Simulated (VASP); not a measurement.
A run of VASP 6.6.1 is set up as follows.

Contents of POSCAR:

```
BiTe
1.0
    3.9241217268      0.0000000000      0.0000000000
    0.0000000000      3.9241217268      0.0000000000
    0.0000000000      0.0000000000      3.9241217268
Bi Te
1 1
Direct
    0.0000000000      0.0000000000      0.0000000000
    0.5000000000      0.5000000000      0.5000000000
```

The input INCAR.step1:

```
SYSTEM = BiTe
PREC     = Accurate       ! precision mode
ENCUT    = 520            ! plane-wave cutoff, eV
ISMEAR   = 0              ! smearing method
SIGMA    = 0.05           ! smearing width, eV
LREAL    = .FALSE.        ! projectors in reciprocal space
LASPH    = .TRUE.         ! aspherical terms in the spheres
NELM     = 80             ! most SCF steps
NBANDS   = 18             ! bands
GGA      = PE             ! functional
ALGO     = Normal         ! electronic algorithm
EDIFF    = 1E-4           ! SCF threshold, eV
LWAVE    = .TRUE.         ! write WAVECAR
LCHARG   = .FALSE.        ! write CHGCAR
```

Contents of INCAR.step2:

```
SYSTEM = BiTe
PREC     = Accurate       ! precision mode
ENCUT    = 520            ! plane-wave cutoff, eV
EDIFF    = 1E-7           ! SCF threshold, eV
ISMEAR   = 0              ! smearing method
SIGMA    = 0.05           ! smearing width, eV
LREAL    = .FALSE.        ! projectors in reciprocal space
LASPH    = .TRUE.         ! aspherical terms in the spheres
NELM     = 80             ! most SCF steps
ALGO     = Normal         ! electronic algorithm
ISIF     = 2              ! what is computed and relaxed
LWAVE    = .FALSE.        ! write WAVECAR
LCHARG   = .TRUE.         ! write CHGCAR
METAGGA  = R2SCAN         ! meta-GGA
LMIXTAU  = .TRUE.       
LELF     = .TRUE.         ! ELF
LVHAR    = .TRUE.       
NBANDS   = 18             ! bands
ISTART   = 1
```

File KPOINTS:

```
regular mesh
0
G
  10 10 10
  0 0 0
```

Potentials or basis: VASP PAW PBE potentials, release 64 (Bi_d, Te).

Run with:

```bash
$ cat potpaw_PBE.64/Bi_d/POTCAR potpaw_PBE.64/Te/POTCAR > POTCAR
$ cp INCAR.step1 INCAR
$ mpirun -np 1 vasp_std > vasp.out
$ cp INCAR.step2 INCAR
$ mpirun -np 1 vasp_std > vasp.out
```

What does it give for the band gap on the k mesh?

Zero (an odd number of electrons rules out a gap without spin polarisation).

Predict the pressure.

-0.9 GPa.

Caveat: the PAW data sets were made with another functional, which shifts forces and pressure a little; spin-orbit coupling is left out, which moves the levels of the heavy elements; an odd number of electrons without spin polarisation forces a metal; a magnetic or distorted state may lie lower.
